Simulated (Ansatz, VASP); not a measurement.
Two plane-wave programs on InCuO

```
CELL_PARAMETERS angstrom
2.93628 0.00000 0.00000
0.00000 2.93628 0.00000
0.00000 0.00000 5.37662
ATOMIC_POSITIONS crystal
In 0.00000 0.00000 0.00000
Cu 0.50000 0.50000 0.50000
O 0.00000 0.00000 0.50000
```

Alike in both runs: task relaxation of cell and atoms; functional PBE; k mesh 16 × 16 × 10; occupations gaussian, width 0.1 eV; no spin polarisation.

|  | VASP | Ansatz |
| --- | --- | --- |
| version | VASP 6.6.1 | Ansatz 0.2.0 |
| potentials or method | VASP PAW PBE potentials, release 64 (In_d, Cu, O), cutoff 600 eV | scalar-relativistic, plane waves, PAW |
| valence electrons in the cell | 30 | 38 |

VASP gave:

- gap on the k mesh at the Fermi level, each at its own relaxed structure (eV): none
- relaxed volume (Å³/atom): 15.33
- relaxed cell length with the largest relative difference (Å): 5.251

Problem. Estimate Ansatz's values.

Solution. gap on the k mesh at the Fermi level, each at its own relaxed structure (eV): none; relaxed volume (Å³/atom): 15.34; relaxed cell length with the largest relative difference (Å): 5.271.

A gap of «none» marks a metal or a gap that the smearing closes. VASP's potentials hold 30 valence electrons a cell and Ansatz's 38, so a difference there can come from the potentials and not from the codes.
